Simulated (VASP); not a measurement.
# MgS in VASP: notebook

The runs below take MgS through single point, with B3LYP+D3(BJ), RPBE+D3(BJ), PBEsol-based global hybrid with 25 % exact exchange, HSE06.

Program: VASP 6.6.1. These are calculated values, not measurements. Logs are shortened: lines on timing, memory, paths and dates and some standing lists are left out, and cuts for length are marked.

### 1 The cell of the first run

The structure is cubic, space group Fm-3m (No. 225). The conventional cell has a = 4.986 Å, b = 4.986 Å, c = 4.986 Å, α = 90.00°, β = 90.00°, γ = 90.00°. S (site symmetry m-3m) has 6 Mg at 2.49 Å within 3.3 Å. Mg (site symmetry m-3m) has 6 S at 2.49 Å within 3.3 Å.

### 2 Single point, B3LYP+D3(BJ)

POSCAR reads:

```
MgS
1.0
    0.0000000000      2.4931194942      2.4931194942
    2.4931194942      0.0000000000      2.4931194942
    2.4931194942      2.4931194942      0.0000000000
S Mg
1 1
Direct
    0.5000000000      0.5000000000      0.5000000000
    0.0000000000      0.0000000000      0.0000000000
```

INCAR.step1 reads:

```
SYSTEM = MgS
ALGO = Normal ; EDIFF = 1E-5
ENCUT = 520 ; GGA = PE
ISIF = 2 ; ISMEAR = 1
LASPH = .TRUE. ; LCHARG = .FALSE.
LREAL = .FALSE. ; LWAVE = .TRUE.
NBANDS = 11 ; NELM = 60
PREC = Accurate ; SIGMA = 0.1
```

INCAR.step2 reads:

```
SYSTEM = MgS
AEXX = 0.2 ; AGGAC = 0.81
AGGAX = 0.72 ; ALDAC = 0.19
ALGO = Normal ; EDIFF = 1E-6
ENCUT = 520 ; GGA = B3
ISIF = 2 ; ISMEAR = 1
ISTART = 1 ; IVDW = 12
LASPH = .TRUE. ; LCHARG = .FALSE.
LHFCALC = .TRUE. ; LREAL = .FALSE.
LWAVE = .FALSE. ; NBANDS = 11
NELM = 60 ; PREC = Accurate
PRECFOCK = Normal ; SIGMA = 0.1
```

KPOINTS reads:

```
k-points
0
G
  6 6 6
  0 0 0
```

Potentials or basis: VASP PAW PBE potentials, release 64 (S, Mg).

Run with:

```console
$ cat potpaw_PBE.64/S/POTCAR potpaw_PBE.64/Mg/POTCAR > POTCAR
$ cp INCAR.step1 INCAR
$ mpirun -np 1 vasp_std > vasp.out
$ cp INCAR.step2 INCAR
$ mpirun -np 1 vasp_std > vasp.out
```

OUTCAR:

```text
SYSTEM = MgS
   AEXX = 0.2
   EDIFF = 1E-6
   ENCUT = 520
   GGA = B3
   ISIF = 2
   ISMEAR = 1
   ISTART = 1
   IVDW = 12
   LASPH = .TRUE.
   LHFCALC = .TRUE.
   LREAL = .FALSE.
   NELM = 60
   PREC = Accurate
   PRECFOCK = Normal
 IVDW          = 12

 ion  position               nearest neighbor table
   1  0.500  0.500  0.500-   2 2.49   2 2.49   2 2.49   2 2.49   2 2.49   2 2.49
   2  0.000  0.000  0.000-   1 2.49   1 2.49   1 2.49   1 2.49   1 2.49   1 2.49

  LATTYP: Found a face centered cubic cell.
 ALAT       =     4.9862389884

  Lattice vectors:

 A1 = (   0.0000000000,   2.4931194942,   2.4931194942)
 A2 = (   2.4931194942,   0.0000000000,   2.4931194942)
 A3 = (   2.4931194942,   2.4931194942,   0.0000000000)

Analysis of symmetry for initial positions (statically):
=====================================================================
 Subroutine PRICEL returns:
 Original cell was already a primitive cell.

 Routine SETGRP: Setting up the symmetry group for a
 face centered cubic supercell.

 Subroutine GETGRP returns: Found 48 space group operations
 (whereof 48 operations were pure point group operations)
 out of a pool of 48 trial point group operations.

The static configuration has the point symmetry O_h .

Analysis of symmetry for dynamics (positions and initial velocities):
=====================================================================
 Subroutine PRICEL returns:
 Original cell was already a primitive cell.

 Routine SETGRP: Setting up the symmetry group for a
 face centered cubic supercell.

 Subroutine GETGRP returns: Found 48 space group operations
 (whereof 48 operations were pure point group operations)
 out of a pool of 48 trial point group operations.

The dynamic configuration has the point symmetry O_h .

 Subroutine INISYM returns: Found 48 space group operations
 (whereof 48 operations are pure point group operations),
 and found     1 'primitive' translations

----------------------------------------------------------------------------------------

                                     Primitive cell

  volume of cell :      30.9927

  direct lattice vectors                    reciprocal lattice vectors
     0.000000000  2.493119494  2.493119494    -0.200551960  0.200551960  0.200551960
     2.493119494  0.000000000  2.493119494     0.200551960 -0.200551960  0.200551960
     2.493119494  2.493119494  0.000000000     0.200551960  0.200551960 -0.200551960

  length of vectors
     3.525803401  3.525803401  3.525803401     0.347366184  0.347366184  0.347366184

  position of ions in fractional coordinates (direct lattice)
     0.500000000  0.500000000  0.500000000
     0.000000000  0.000000000  0.000000000

  ion indices of the primitive-cell ions
   primitive index   ion index
                 1           1
                 2           2

----------------------------------------------------------------------------------------

 KPOINTS: k-points

Automatic generation of k-mesh.
 Grid dimensions read from file:
 generate k-points for:    6    6    6

 Generating k-lattice:

  Cartesian coordinates                     Fractional coordinates (reciprocal lattice)
    -0.033425327  0.033425327  0.033425327     0.166666667  0.000000000  0.000000000
     0.033425327 -0.033425327  0.033425327     0.000000000  0.166666667  0.000000000
     0.033425327  0.033425327 -0.033425327     0.000000000  0.000000000  0.166666667

  Length of vectors
     0.057894364  0.057894364  0.057894364

  Shift w.r.t. Gamma in fractional coordinates (k-lattice)
     0.000000000  0.000000000  0.000000000

 Subroutine IBZKPT returns following result:
 ===========================================

 Found     16 irreducible k-points:

 Following reciprocal coordinates:
            Coordinates               Weight
  0.000000  0.000000  0.000000      1.000000
  0.166667  0.000000  0.000000      8.000000
  0.333333  0.000000  0.000000      8.000000
  0.500000  0.000000  0.000000      4.000000
  0.166667  0.166667  0.000000      6.000000
  0.333333  0.166667  0.000000     24.000000
[... 8 lines left out ...]
 -0.333333  0.333333  0.166667     24.000000
 -0.333333  0.500000  0.166667     12.000000
   k-points           NKPTS =     16   k-points in BZ     NKDIM =    216   number of bands    NBANDS=     11
   number of dos      NEDOS =    301   number of ions     NIONS =      2
   total plane-waves  NPLWV =  21952
   dimension x,y,z NGX =    28 NGY =   28 NGZ =   28
   dimension x,y,z NGXF=    56 NGYF=   56 NGZF=   56
   ions per type =               1   1
   NGX,Y,Z   is equivalent  to a cutoff of  13.20, 13.20, 13.20 a.u.
   NGXF,Y,Z  is equivalent  to a cutoff of  26.40, 26.40, 26.40 a.u.
 SYSTEM =  MgS
   PREC   = accura    normal or accurate (medium, high low for compatibility)
   ISTART =      1    job   : 0-new  1-cont  2-samecut
   ICHARG =      0    charge: 1-file 2-atom 10-const
   ISPIN  =      1    spin polarized calculation?
[... 30 lines left out ...]
   GGA     = B3    functional components
   LHFCALC =     T    Hartree Fock is set to
   PRECFOCK=normal    Normal, Fast or Accurate (Low or Medium for compatibility)
   ENCUT4O =  -1.0   cutoff for four orbital integrals eV
   NKREDX  =     1    reduce k-point grid by
   NKREDY  =     1    reduce k-point grid by
   NKREDZ  =     1    reduce k-point grid by
   AEXX    =    0.2000 exact exchange contribution
   HFSCREEN=    0.0000 screening length (either q_TF or 0.3 A-1)
   HFSCREENC=   0.0000 screening length for correlation (either q_TF or 0.3 A-1)
   ENCUTFOCK=  -1.0 apply spherical cutoff to Coloumb kernel
   IVDW    =    12    specifies the selected vdW correction
   LEPSILON=     F    determine dielectric tensor
   LRPA    =     F    only Hartree local field effects (RPA)
 non-spin polarized calculation
 Methfessel and Paxton  Order N= 1 SIGMA  =   0.10
  energy-cutoff  :      520.00
  volume of cell :       30.99
 maximum number of plane-waves:       869
 NGX is ok and might be reduce to    28
  NGX = 20; NGY = 20; NGZ = 20

 number of electron       8.0000001 magnetization

 Free energy of the ion-electron system (eV)
  ---------------------------------------------------
  ext. energy  EPLUGINS =         0.00000000
  ---------------------------------------------------
  free energy    TOTEN  =        -9.01752393 eV

  energy without entropy =       -9.01760611  energy(sigma->0) =       -9.01755133

 E-fermi :   4.3749     XC(G=0):  -8.1302

 val. band max:        4.2907927132   @ k =   0.0000   0.0000   0.0000
 cond. band min:       8.8193635418   @ k =   0.5000   0.5000   0.0000
 fundamental gap:      4.5285708286
 Fermi energy:         4.3748665497

 k-point     1 :       0.0000    0.0000    0.0000
  band No.  band energies     occupation
      1     -10.2114      2.00000
      2       4.2908      1.99952
      3       4.2908      1.99952
      4       4.2908      1.99950
      5      10.8065      0.00000
      6      13.8733      0.00000
      7      13.8733      0.00000
      8      13.8733      0.00000
      9      16.5472      0.00000
     10      16.5472      0.00000
     11      19.2694      0.00000

 k-point     2 :       0.1667    0.0000    0.0000
  band No.  band energies     occupation
      1      -9.8717      2.00000
      2       2.4394      2.00000
      3       4.0624      2.00009
      4       4.0624      2.00009
      5      11.6365      0.00000
      6      14.0159      0.00000
      7      14.2666      0.00000
      8      14.2666      0.00000
      9      15.9328      0.00000
     10      15.9328      0.00000
     11      19.6576      0.00000

 k-point     3 :       0.3333    0.0000    0.0000
  band No.  band energies     occupation
      1      -9.0299      2.00000
      2      -0.2983      2.00000
      3       3.6704      2.00000
      4       3.6704      2.00000
      5      11.0471      0.00000
      6      13.4627      0.00000
      7      13.4627      0.00000
      8      16.7971      0.00000
      9      18.0193      0.00000
     10      18.0193      0.00000
     11      18.5446      0.00000
[... 155 lines left out ...]
 k-point    15 :      -0.3333    0.3333    0.1667
  band No.  band energies     occupation
      1      -8.0533      2.00000
      2      -0.5016      2.00000
      3       0.9350      2.00000
      4       2.3220      2.00000
      5      11.5678      0.00000
      6      13.0211      0.00000
      7      15.2289      0.00000
      8      15.4914      0.00000
      9      19.1665      0.00000
     10      21.4905      0.00000
     11      22.8890      0.00000

 k-point    16 :      -0.3333    0.5000    0.1667
  band No.  band energies     occupation
      1      -7.9108      2.00000
      2      -0.3424      2.00000
      3       1.0868      2.00000
      4       1.6080      2.00000
      5      10.6440      0.00000
      6      12.1324      0.00000
      7      15.8480      0.00000
      8      16.5543      0.00000
      9      21.5013      0.00000
     10      22.6006      0.00000
     11      22.8897      0.00000

------------------------ aborting loop because EDIFF is reached ----------------------------------------

 Edisp (eV)   -1.51432

 E8    (eV) :    -0.9783

  FORCE on cell =-STRESS in cart. coord.  units (eV):
  Direction    XX          YY          ZZ          XY          YZ          ZX
  --------------------------------------------------------------------------------------
  -------------------------------------------------------------------------------------
  Total       1.40717     1.40717     1.40717     0.00000    -0.00000    -0.00000
  in kB      72.74389    72.74389    72.74389     0.00000    -0.00000    -0.00000
  external pressure =       72.74 kB  Pullay stress =        0.00 kB

 VOLUME and BASIS-vectors are now :
 -----------------------------------------------------------------------------
  energy-cutoff  :      520.00
  volume of cell :       30.99
      direct lattice vectors                 reciprocal lattice vectors
     0.000000000  2.493119494  2.493119494    -0.200551960  0.200551960  0.200551960
     2.493119494  0.000000000  2.493119494     0.200551960 -0.200551960  0.200551960
     2.493119494  2.493119494  0.000000000     0.200551960  0.200551960 -0.200551960

 POSITION                                       TOTAL-FORCE (eV/Angst)
 -----------------------------------------------------------------------------------
      2.49312      2.49312      2.49312         0.000000      0.000000      0.000000
      0.00000      0.00000      0.00000        -0.000000     -0.000000      0.000000
 -----------------------------------------------------------------------------------
    total drift:                                0.000000      0.000000      0.000000

  FREE ENERGIE OF THE ION-ELECTRON SYSTEM (eV)
  ---------------------------------------------------
  free  energy   TOTEN  =       -10.5318486253 eV

  energy  without entropy=      -10.5319308080  energy(sigma->0) =      -10.53187602
```

Run time: 17 min. Hardware: 1 thread of AMD EPYC 7R13, shared host; peak memory 0.15 GiB.

What came out:

```yaml
Free_energy: -10.5318 eV
Pressure: 7.3 GPa
Band_gap_on_the_k_mesh: 4.53 eV (least direct gap 6.52 eV)
Dispersion_energy_per_atom: -0.757 eV
```

Levels at points of the mesh, in eV from the valence-band top:
| k point | band 1 | band 2 | band 3 | band 4 | band 5 | band 6 | band 7 | band 8 |
| --- | --- | --- | --- | --- | --- | --- | --- | --- |
| (0.00, 0.00, 0.00) | -14.50 | 0.00 | 0.00 | 0.00 | 6.52 | 9.58 | 9.58 | 9.58 |
| (0.50, 0.00, 0.00) | -12.76 | -5.87 | -0.79 | -0.79 | 6.44 | 8.72 | 8.72 | 13.35 |
| (0.50, 0.50, 0.00) | -12.25 | -5.17 | -2.10 | -2.10 | 4.53 | 5.64 | 15.06 | 15.46 |

Caveat: the cell stands under pressure; the PAW data sets were made with another functional, which shifts forces and pressure a little.

### 3 Single point, RPBE+D3(BJ), non-collinear spin, zero start, spin-orbit coupling

This run uses another cell than the first one, of 17.61 Å³/atom.

INCAR reads:

```
PREC = Accurate
ENCUT = 520
EDIFF = 1E-7
ISMEAR = 1
SIGMA = 0.05
LREAL = False
LASPH = True
NELM = 150
ALGO = Normal
ISIF = 2
LWAVE = False
LCHARG = True
MAGMOM = 0 0 0 0 0 0
LORBIT = 11
LSORBIT = True
GGA_COMPAT = False
LORBMOM = True
GGA = RP
IVDW = 12
LVHAR = True
NBANDS = 20
```

KPOINTS reads:

```
regular mesh
0
Gamma
  7 7 7
```

POSCAR reads:

```
MgS
1.0
   -0.0049070000      2.6040230000      2.6120430000
    2.6086190000     -0.0351620000      2.6422980000
    2.5507320000      2.5763910000      0.0227250000
S Mg
1 1
Direct
    0.5000000000      0.5000000000      0.5000000000
    0.0000000000      0.0000000000      0.0000000000
```

Potentials or basis: VASP PAW PBE potentials, release 64 (S, Mg).

Run with:

```console
$ cat potpaw_PBE.64/S/POTCAR potpaw_PBE.64/Mg/POTCAR > POTCAR
$ mpirun -np 1 vasp_ncl > vasp.out
```

Run time: 6 min. Hardware: 1 thread of AMD EPYC 7R13, shared host; peak memory 0.34 GiB.

It converged, with:

```yaml
Free_energy: -10.8045 eV
Pressure: -13.6 GPa
Net_moment: 0.00 μB per cell
Valence_electrons_inside_the_program's_atomic_spheres: S 3.83; Mg 0.30
Dispersion_energy_per_atom: -1.424 eV
```

Stress tensor (GPa, compression positive):
```
-12.60   1.28  -1.07
  1.28 -13.90   0.19
 -1.07   0.19 -14.28
```

Moments on the atoms (μB; x, y, z):
```
S   0.00 0.00 0.00
Mg  0.00 0.00 0.00
```

Caveat: three body term missing; the cell stands under tension; the dispersion term is far too large for a dense solid, which distorts pressure and volume; the PAW data sets were made with another functional, which shifts forces and pressure a little.

### 4 Single point, PBEsol-based global hybrid with 25 % exact exchange

This run uses another cell than the first one, of 17.22 Å³/atom.

POSCAR reads:

```
MgS
1.0
    0.0000000000      2.5825328604      2.5825328604
    2.5825328604      0.0000000000      2.5825328604
    2.5825328604      2.5825328604      0.0000000000
S Mg
1 1
Direct
    0.5000000000      0.5000000000      0.5000000000
    0.0000000000      0.0000000000      0.0000000000
```

INCAR.step1 reads:

```
SYSTEM = MgS
PREC     = Accurate       ! precision mode
ENCUT    = 520            ! plane-wave cutoff, eV
EDIFF    = 1E-5           ! SCF threshold, eV
ISMEAR   = -1             ! smearing method
SIGMA    = 0.05           ! smearing width, eV
LREAL    = .False.        ! projectors in reciprocal space
LASPH    = .True.         ! aspherical terms in the spheres
NELM     = 80             ! most SCF steps
ALGO     = Normal         ! electronic algorithm
ISIF     = 2              ! what is computed and relaxed
LWAVE    = .True.         ! write WAVECAR
LCHARG   = .False.        ! write CHGCAR
NBANDS   = 11             ! bands
GGA      = PE             ! functional
```

INCAR.step2 reads:

```
SYSTEM = MgS
PREC     = Accurate       ! precision mode
ENCUT    = 520            ! plane-wave cutoff, eV
EDIFF    = 1E-6           ! SCF threshold, eV
ISMEAR   = -1             ! smearing method
SIGMA    = 0.05           ! smearing width, eV
LREAL    = .False.        ! projectors in reciprocal space
LASPH    = .True.         ! aspherical terms in the spheres
NELM     = 80             ! most SCF steps
ALGO     = Normal         ! electronic algorithm
ISIF     = 2              ! what is computed and relaxed
LWAVE    = .False.        ! write WAVECAR
LCHARG   = .False.        ! write CHGCAR
GGA      = PS             ! functional
LHFCALC  = .True.         ! exact exchange
AEXX     = 0.25           ! exact-exchange fraction
PRECFOCK = Normal       
NBANDS   = 11             ! bands
ISTART   = 1
```

KPOINTS reads:

```
regular mesh
0
Gamma
  5 5 5
  0 0 0
```

Run with:

```console
$ cat potpaw_PBE.64/S/POTCAR potpaw_PBE.64/Mg/POTCAR > POTCAR
$ cp INCAR.step1 INCAR
$ mpirun -np 1 vasp_std > vasp.out
$ cp INCAR.step2 INCAR
$ mpirun -np 1 vasp_std > vasp.out
```

Run time: 8 min. Hardware: 1 thread of AMD EPYC 7R43 (Zen 3), shared host; peak memory 0.14 GiB.

Results (log left out):

```yaml
Free_energy: -10.8611 eV
Pressure: -0.3 GPa
Band_gap_on_the_k_mesh: 4.94 eV (least direct gap 5.63 eV)
```

Levels at points of the mesh, in eV from the valence-band top:
| k point | band 1 | band 2 | band 3 | band 4 | band 5 | band 6 | band 7 | band 8 |
| --- | --- | --- | --- | --- | --- | --- | --- | --- |
| (0.00, 0.00, 0.00) | -14.16 | 0.00 | 0.00 | 0.00 | 5.63 | 9.79 | 9.79 | 9.79 |

Caveat: the k points lie up to 0.42 Å⁻¹ apart; the PAW data sets were made with another functional, which shifts forces and pressure a little; an odd mesh through Γ misses points on the zone boundary, where band edges can lie.

### 5 Single point, HSE06

This run uses another cell than the first one, of 17.54 Å³/atom.

POSCAR reads:

```
MgS
1.0
    0.0000000000      2.5984175086      2.5984175086
    2.5984175086      0.0000000000      2.5984175086
    2.5984175086      2.5984175086      0.0000000000
S Mg
1 1
Direct
    0.5000000000      0.5000000000      0.5000000000
    0.0000000000      0.0000000000      0.0000000000
```

INCAR.step1 reads:

```
SYSTEM = MgS
PREC = Accurate ; ENCUT = 520
EDIFF = 1E-5 ; ISMEAR = -1
SIGMA = 0.05 ; LREAL = .False.
LASPH = .True. ; NELM = 80
ALGO = Normal ; ISIF = 2
LWAVE = .True. ; LCHARG = .False.
GGA = PE ; NBANDS = 11
```

INCAR.step2 reads:

```
SYSTEM = MgS
PREC = Accurate ; ENCUT = 520
EDIFF = 1E-6 ; ISMEAR = -1
SIGMA = 0.05 ; LREAL = .False.
LASPH = .True. ; NELM = 80
ALGO = Normal ; ISIF = 2
LWAVE = .False. ; LCHARG = .False.
GGA = PE ; LHFCALC = .True.
HFSCREEN = 0.2079 ; PRECFOCK = Normal
ISTART = 1 ; NBANDS = 11
```

KPOINTS is that of step 4.

Run with:

```console
$ cat potpaw_PBE.64/S/POTCAR potpaw_PBE.64/Mg/POTCAR > POTCAR
$ cp INCAR.step1 INCAR
$ mpirun -np 1 vasp_std > vasp.out
$ cp INCAR.step2 INCAR
$ mpirun -np 1 vasp_std > vasp.out
```

Wall time 7.8 min (1 thread of AMD EPYC 7R43 (Zen 3), shared host); peak memory 0.24 GiB.

The run converged. Its results:

* Free energy: -9.8803 eV
* Pressure: -0.4 GPa
* Band gap on the k mesh: 4.20 eV (least direct gap 4.83 eV)

Levels at points of the mesh, in eV from the valence-band top:
| k point | band 1 | band 2 | band 3 | band 4 | band 5 | band 6 | band 7 | band 8 |
| --- | --- | --- | --- | --- | --- | --- | --- | --- |
| (0.00, 0.00, 0.00) | -13.98 | 0.00 | 0.00 | 0.00 | 4.83 | 9.10 | 9.10 | 9.10 |

Caveat: the PAW data sets were made with another functional, which shifts forces and pressure a little; an odd mesh through Γ misses points on the zone boundary, where band edges can lie.

### 6 Overview

| level | spin | cell | k mesh | smearing | grid for exact exchange (PRECFOCK) | share of exact exchange | screening parameter | gap on the mesh (eV) | pressure (GPa) |
| --- | --- | --- | --- | --- | --- | --- | --- | --- | --- |
| B3LYP+D3(BJ) | off | a = 3.526 Å, angles 60.0°, 2 atoms | 6 × 6 × 6 | methfessel-paxton 0.1 eV | Normal | 0.2 | - | 4.53 | 7.3 |
| RPBE+D3(BJ) | non-collinear, zero start, SOC | a = 3.688, b = 3.713, c = 3.626 Å, angles 60.5, 59.7, 60.2°, 2 atoms | 7 × 7 × 7 | methfessel-paxton 0.05 eV | - | - | - | - | -13.6 |
| PBEsol-based global hybrid with 25 % exact exchange | off | a = 3.652 Å, angles 60.0°, 2 atoms | 5 × 5 × 5 | fermi-dirac 0.05 eV | Normal | 0.25 | - | 4.94 | -0.3 |
| HSE06 | off | a = 3.675 Å, angles 60.0°, 2 atoms | 5 × 5 × 5 | fermi-dirac 0.05 eV | Normal | 0.25 | 0.2079 1/Å | 4.20 | -0.4 |

Alike in all rows: task single point; potentials or basis VASP PAW PBE potentials, release 64 (S, Mg); cutoff (eV) 520.

Caveats: some runs use coarse meshes; the PAW data sets were made with another functional, which shifts forces and pressure a little; an odd mesh through Γ misses points on the zone boundary, where band edges can lie (at least some runs); the cell stands under pressure (at least some runs); three body term missing (at least some runs); the cell stands under tension (at least some runs); the dispersion term is far too large for a dense solid, which distorts pressure and volume (at least some runs).

Absolute energies hang on the potentials; compare differences alone.
